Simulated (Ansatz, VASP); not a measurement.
Cs: VASP beside Ansatz

File INCAR:

```
PREC = Accurate
ENCUT = 520
EDIFF = 1E-8
ISMEAR = -1
SIGMA = 0.08
LREAL = False
LASPH = True
NELM = 60
ALGO = Normal
ISIF = 2
LWAVE = False
LCHARG = False
GGA = CA
LEFG = True
NBANDS = 10
```

Contents of KPOINTS:

```
regular mesh
0
Gamma
  8 8 8
```

File POSCAR:

```
Cs
1.0
    0.0000000000      3.8684204905      3.8684204905
    3.8684204905      0.0000000000      3.8684204905
    3.8684204905      3.8684204905      0.0000000000
Cs
1
Direct
    0.0000000000      0.0000000000      0.0000000000
```

Input for Ansatz:

```yaml
crystal:
  lattice:
    - [0.0, 3.8684204905, 3.8684204905]
    - [3.8684204905, 0.0, 3.8684204905]
    - [3.8684204905, 3.8684204905, 0.0]
  atoms:
    - { symbol: Cs, position: [0.0, 0.0, 0.0] }
kpoints:
  mp_grid: { grid: [8, 8, 8] }
scf:
  occupations: { method: fermi_dirac, width: 0.08 }
hamiltonian:
  xc: lda
  pseudopotentials: { kind: all_electron, datasets: crystal }
output:
  forces: true
  stress: true
  eigenvalues: true
  efg: { contact_densities: true }
```

Change from the starting cell: volume scaled by 0.9405, crystal datasets.

Alike in both runs: task electric field gradients; functional LDA; k mesh 8 × 8 × 8; occupations fermi-dirac, width 0.08 eV; no spin polarisation.

|  | VASP | Ansatz |
| --- | --- | --- |
| version | VASP 6.6.1 | Ansatz 0.2.0 |
| potentials or method | VASP PAW LDA potentials, release 64 (Cs_sv), cutoff 520 eV | all-electron PAW with datasets made for the crystal, scalar-relativistic |

|  | VASP | Ansatz | Ansatz less VASP |
| --- | --- | --- | --- |
| pressure (GPa) | -0.3 | -0.3 | +0.01 |

LDA's correlation is that of Perdew and Zunger in VASP and of Perdew and Wang (1992) in Ansatz. Ansatz ran all-electron here, and VASP with PAW potentials.

Spin-orbit coupling is off throughout.
